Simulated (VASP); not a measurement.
# Mg2Re (I4/mmm) in VASP: single point with PBE

Aim: the single point of Mg2Re with PBE.

All numbers are computed with VASP 6.6.1; they aren't measurements. Logs are shortened: lines on timing, memory, paths and dates and some standing lists are left out, and cuts for length are marked.

**1. The cell of the first run**

Symmetry: I4/mmm, No. 139, tetragonal system. The conventional cell has a = 4.048 Å, b = 4.048 Å, c = 6.640 Å, α = 90.00°, β = 90.00°, γ = 90.00°. Within 1.7 Å of Mg (site symmetry 4mm) lie 1 Mg at 1.23 Å. Within 3.6 Å of Re (site symmetry 4/mmm) lie 10 Mg at 2.70 to 2.93 Å.

**2. Single point, PBE**

Input file INCAR:

```
SYSTEM = Mg2Re
ALGO = Normal
EDIFF = 1E-6
ENCUT = 750
GGA = PE
GGA_COMPAT = .FALSE.
ISIF = 2
ISMEAR = 0
LASPH = .TRUE.
LCHARG = .TRUE.
LELF = .TRUE.
LREAL = .FALSE.
LVHAR = .TRUE.
LWAVE = .FALSE.
NBANDS = 24
NELM = 120
PREC = Accurate
SIGMA = 0.1
```

Input file KPOINTS:

```
k-points
0
G
  6 6 6
  0 0 0
```

Input file POSCAR:

```
Mg2Re
1.0
   -2.0241907071      2.0241907071      3.3198809027
    2.0241907071     -2.0241907071      3.3198809027
    2.0241907071      2.0241907071     -3.3198809027
Mg Re
2 1
Direct
    0.5930000000      0.5930000000      0.0000000000
    0.4070000000      0.4070000000      0.0000000000
    0.0000000000      0.0000000000      0.0000000000
```

Potentials or basis: VASP PAW PBE potentials, release 64 (Mg_sv, Re_sv_GW).

Launch:

```
cat potpaw_PBE.64/Mg_sv/POTCAR potpaw_PBE.64/Re_sv_GW/POTCAR > POTCAR
mpirun -np 1 vasp_std > vasp.out
```

OUTCAR:

```text
SYSTEM = Mg2Re
   EDIFF = 1E-6
   ENCUT = 750
   GGA = PE
   ISIF = 2
   ISMEAR = 0
   LASPH = .TRUE.
   LREAL = .FALSE.
   NELM = 120
   PREC = Accurate

 ion  position               nearest neighbor table
   1  0.593  0.593  0.000-   2 1.23   3 2.70
   2  0.407  0.407  0.000-   1 1.23   3 2.70
   3  0.000  0.000  0.000-   1 2.70   2 2.70

  LATTYP: Found a body centered tetragonal cell.
 ALAT       =     4.0483814142
 C/A-ratio  =     1.6401028278

  Lattice vectors:

 A1 = (  -2.0241907071,   2.0241907071,   3.3198809027)
 A2 = (   2.0241907071,  -2.0241907071,   3.3198809027)
 A3 = (   2.0241907071,   2.0241907071,  -3.3198809027)

Analysis of symmetry for initial positions (statically):
=====================================================================
 Subroutine PRICEL returns:
 Original cell was already a primitive cell.

 Routine SETGRP: Setting up the symmetry group for a
 body centered tetragonal supercell.

 Subroutine GETGRP returns: Found 16 space group operations
 (whereof 16 operations were pure point group operations)
 out of a pool of 16 trial point group operations.

The static configuration has the point symmetry D_4h.

Analysis of symmetry for dynamics (positions and initial velocities):
=====================================================================
 Subroutine PRICEL returns:
 Original cell was already a primitive cell.

 Routine SETGRP: Setting up the symmetry group for a
 body centered tetragonal supercell.

 Subroutine GETGRP returns: Found 16 space group operations
 (whereof 16 operations were pure point group operations)
 out of a pool of 16 trial point group operations.

The dynamic configuration has the point symmetry D_4h.

 Subroutine INISYM returns: Found 16 space group operations
 (whereof 16 operations are pure point group operations),
 and found     1 'primitive' translations

----------------------------------------------------------------------------------------

                                     Primitive cell

  volume of cell :      54.4108

  direct lattice vectors                    reciprocal lattice vectors
    -2.024190707  2.024190707  3.319880903     0.000000000  0.247012299  0.150607812
     2.024190707 -2.024190707  3.319880903     0.247012299  0.000000000  0.150607812
     2.024190707  2.024190707 -3.319880903     0.247012299  0.247012299  0.000000000

  length of vectors
     4.383640638  4.383640638  4.383640638     0.289305702  0.289305702  0.349328143

  position of ions in fractional coordinates (direct lattice)
     0.593000000  0.593000000  0.000000000
     0.407000000  0.407000000  0.000000000
     0.000000000  0.000000000  0.000000000

  ion indices of the primitive-cell ions
   primitive index   ion index
                 1           1
                 2           2
                 3           3

----------------------------------------------------------------------------------------

 KPOINTS: k-points

Automatic generation of k-mesh.
 Grid dimensions read from file:
 generate k-points for:    6    6    6

 Generating k-lattice:

  Cartesian coordinates                     Fractional coordinates (reciprocal lattice)
     0.000000000  0.041168716  0.025101302     0.166666667  0.000000000  0.000000000
     0.041168716  0.000000000  0.025101302     0.000000000  0.166666667  0.000000000
     0.041168716  0.041168716  0.000000000     0.000000000  0.000000000  0.166666667

  Length of vectors
     0.048217617  0.048217617  0.058221357

  Shift w.r.t. Gamma in fractional coordinates (k-lattice)
     0.000000000  0.000000000  0.000000000

 Subroutine IBZKPT returns following result:
 ===========================================

 Found     30 irreducible k-points:

 Following reciprocal coordinates:
            Coordinates               Weight
  0.000000  0.000000  0.000000      1.000000
  0.166667  0.000000  0.000000      8.000000
  0.333333  0.000000  0.000000      8.000000
  0.500000  0.000000  0.000000      4.000000
  0.166667  0.166667  0.000000      8.000000
  0.333333  0.166667  0.000000     16.000000
[... 16 lines left out ...]
 -0.333333 -0.333333  0.166667      8.000000
 -0.166667 -0.333333  0.166667      8.000000
 [... further k-points ...]
   k-points           NKPTS =     30   k-points in BZ     NKDIM =     30   number of bands    NBANDS=     24
   number of dos      NEDOS =    301   number of ions     NIONS =      3
   total plane-waves  NPLWV =  64000
   dimension x,y,z NGX =    40 NGY =   40 NGZ =   40
   dimension x,y,z NGXF=    80 NGYF=   80 NGZF=   80
   ions per type =               2   1
   NGX,Y,Z   is equivalent  to a cutoff of  15.17, 15.17, 15.17 a.u.
   NGXF,Y,Z  is equivalent  to a cutoff of  30.34, 30.34, 30.34 a.u.
 SYSTEM =  Mg2Re
   PREC   = accura    normal or accurate (medium, high low for compatibility)
   ISTART =      0    job   : 0-new  1-cont  2-samecut
   ICHARG =      2    charge: 1-file 2-atom 10-const
   ISPIN  =      1    spin polarized calculation?
   LNONCOLLINEAR =      F non collinear calculations
   LSORBIT =      F    spin-orbit coupling
   LASPH  =      T    aspherical Exc in radial PAW
   ENCUT  =  750.0 eV  55.12 Ry    7.42 a.u.   9.79  9.79  9.79*2*pi/ulx,y,z
   NELM   =    120;   NELMIN=  2; NELMDL= -5     # of ELM steps
   EDIFF  = 0.1E-05   stopping-criterion for ELM
   LREAL  =      F    real-space projection
[... 7 lines left out ...]
   TEBEG  =    0.0;   TEEND  =   0.0 temperature during run
   PSTRESS=    0.0 pullay stress
   NELECT =      35.0000    total number of electrons
   NUPDOWN=      -1.0000    fix difference up-down
   EMIN   =  10.00;   EMAX   =-10.00  energy-range for DOS
   EFERMI =   0.00;   METHOD = LEGACY
   ISMEAR =     0;   SIGMA  =   0.10  broadening in eV -4-tet -1-fermi 0-gaus
   EFERMI_NEDOS =   21; number of points for ismear=-14 and -15
   IALGO  =     38    algorithm
   IMIX   =      4    mixing-type and parameters
     AMIX     =   0.40;   BMIX     =  1.00
     AMIX_MAG =   1.60;   BMIX_MAG =  1.00
  volume/ion in A,a.u.               =      18.14       122.39
  Fermi-wavevector in a.u.,A,eV,Ry     =   1.413196  2.670553 27.172507  1.997123
  Thomas-Fermi vector in A             =   2.534867
   LORBIT       =      0    0 simple, 1 ext, 2 COOP (PROOUT), +10 PAW based schemes
   GGA     = PE    functional components
   LHFCALC =     F    Hartree Fock is set to
   AEXX    =    0.0000 exact exchange contribution
   IVDW    =     0    specifies the selected vdW correction
   LEPSILON=     F    determine dielectric tensor
   LRPA    =     F    only Hartree local field effects (RPA)
 non-spin polarized calculation
 Gauss-broadening in eV      SIGMA  =   0.10
  energy-cutoff  :      750.00
  volume of cell :       54.41
 maximum number of plane-waves:      2557
   NGX = 19   NGY = 19   NGZ = 19

 number of electron      35.0000009 magnetization

 Free energy of the ion-electron system (eV)
  ---------------------------------------------------
  ext. energy  EPLUGINS =         0.00000000
  ---------------------------------------------------
  free energy    TOTEN  =         3.51515103 eV

  energy without entropy =        3.53927405  energy(sigma->0) =        3.52721254

 E-fermi :   4.9256     XC(G=0): -10.5985

 val. band max:        4.8926928789   @ k =   0.3333   0.3333   0.0000
 cond. band min:       4.9301315361   @ k =   0.5000   0.1667   0.0000
 fundamental gap:      0.0374386571
 Fermi energy:         4.9255963104

 k-point     1 :       0.0000    0.0000    0.0000
  band No.  band energies     occupation
      1     -77.6870      2.00000
      2     -74.3856      2.00000
      3     -72.6268      2.00000
      4     -45.6680      2.00000
      5     -42.2180      2.00000
      6     -42.2180      2.00000
[... 16 lines left out ...]
     23      12.1902      0.00000
     24      14.1354      0.00000

 k-point     2 :       0.1667    0.0000    0.0000
  band No.  band energies     occupation
      1     -77.6869      2.00000
      2     -74.3855      2.00000
      3     -72.6269      2.00000
      4     -45.6679      2.00000
      5     -42.2184      2.00000
      6     -42.2182      2.00000
[... 16 lines left out ...]
     23      12.1879      0.00000
     24      13.7998      0.00000

 k-point     3 :       0.3333    0.0000    0.0000
  band No.  band energies     occupation
      1     -77.6869      2.00000
      2     -74.3855      2.00000
      3     -72.6270      2.00000
      4     -45.6677      2.00000
      5     -42.2193      2.00000
      6     -42.2186      2.00000
[... 16 lines left out ...]
     23      12.1519      0.00000
     24      12.8646      0.00000

 k-point     4 :       0.5000    0.0000    0.0000
  band No.  band energies     occupation
      1     -77.6869      2.00000
      2     -74.3855      2.00000
      3     -72.6270      2.00000
      4     -45.6674      2.00000
      5     -42.2196      2.00000
      6     -42.2187      2.00000
[... 16 lines left out ...]
     23      12.3266      0.00000
     24      12.6635      0.00000

 k-point     5 :       0.1667    0.1667    0.0000
  band No.  band energies     occupation
      1     -77.6869      2.00000
      2     -74.3856      2.00000
      3     -72.6271      2.00000
      4     -45.6679      2.00000
      5     -42.2189      2.00000
      6     -42.2188      2.00000
[... 451 lines left out ...]
 k-point    22 :      -0.1667    0.5000    0.1667
  band No.  band energies     occupation
      1     -77.6869      2.00000
      2     -74.3855      2.00000
      3     -72.6270      2.00000
      4     -45.6670      2.00000
      5     -42.2197      2.00000
      6     -42.2191      2.00000
[... 16 lines left out ...]
     23      13.3064      0.00000
     24      13.5151      0.00000

 k-point    23 :      -0.3333   -0.3333    0.1667
  band No.  band energies     occupation
      1     -77.6869      2.00000
      2     -74.3855      2.00000
      3     -72.6270      2.00000
      4     -45.6668      2.00000
      5     -42.2201      2.00000
      6     -42.2193      2.00000
[... 16 lines left out ...]
     23      13.2417      0.00000
     24      13.3251      0.00000

 k-point    24 :      -0.1667   -0.3333    0.1667
  band No.  band energies     occupation
      1     -77.6869      2.00000
      2     -74.3856      2.00000
      3     -72.6269      2.00000
      4     -45.6673      2.00000
      5     -42.2192      2.00000
      6     -42.2190      2.00000
[... 16 lines left out ...]
     23      12.3084      0.00000
     24      13.7493      0.00000

 [... further k-points ...]

------------------------ aborting loop because EDIFF is reached ----------------------------------------

  FORCE on cell =-STRESS in cart. coord.  units (eV):
  Direction    XX          YY          ZZ          XY          YZ          ZX
  --------------------------------------------------------------------------------------
  -------------------------------------------------------------------------------------
  Total       -7.2679040     -7.2679040     73.2443160      0.0000000      0.0000000      0.0000000
  in kB     -214.0101708   -214.0101708   2156.7467931      0.0000000      0.0000000      0.0000000
  external PRESSURE =     576.2421505 kB  Pullay stress =       0.0000000 kB

 VOLUME and BASIS-vectors are now :
 -----------------------------------------------------------------------------
  energy-cutoff  :      750.00
  volume of cell :       54.41
      direct lattice vectors                 reciprocal lattice vectors
    -2.024190707  2.024190707  3.319880903     0.000000000  0.247012299  0.150607812
     2.024190707 -2.024190707  3.319880903     0.247012299  0.000000000  0.150607812
     2.024190707  2.024190707 -3.319880903     0.247012299  0.247012299  0.000000000

 POSITION                                       TOTAL-FORCE (eV/Angst)
 -----------------------------------------------------------------------------------
      0.00000      0.00000      3.93738         0.000000      0.000000     59.361605
      0.00000      0.00000      2.70238        -0.000000     -0.000000    -59.361605
      0.00000      0.00000      0.00000        -0.000000     -0.000000      0.000000
 -----------------------------------------------------------------------------------
    total drift:                                0.000000     -0.000000      0.000000

  FREE ENERGIE OF THE ION-ELECTRON SYSTEM (eV)
  ---------------------------------------------------
  free  energy   TOTEN  =         3.5151510258 eV

  energy  without entropy=        3.5392740544  energy(sigma->0) =        3.52721254
```

Wall time 66 s (1 thread of Intel Xeon Platinum 8259CL at 2.50GHz (Skylake/Cascade Lake), shared host); peak memory 0.28 GiB.

Results:

| Quantity | Value |
| --- | --- |
| Free energy | 3.5152 eV |
| Pressure | 57.6 GPa |
| Largest force | 59.362 eV/Å |
| Band gap on the k mesh | zero (an odd number of electrons rules out a gap without spin polarisation) |

Forces in eV/Å, atoms in the order of the input:
```
Mg    0.000   0.000  59.362
Mg    0.000   0.000 -59.362
Re    0.000   0.000   0.000
```

Stress tensor (GPa, compression positive):
```
-21.40   0.00   0.00
  0.00 -21.40   0.00
  0.00   0.00 215.67
```

Caveat: atoms lie so close that the PAW spheres overlap strongly, which falsifies energies and pressures; the cell stands under pressure; spin-orbit coupling is left out, which moves the levels of the heavy elements; forces of over 1 eV/Å act on the atoms, so gaps and moduli don't describe the material at rest.
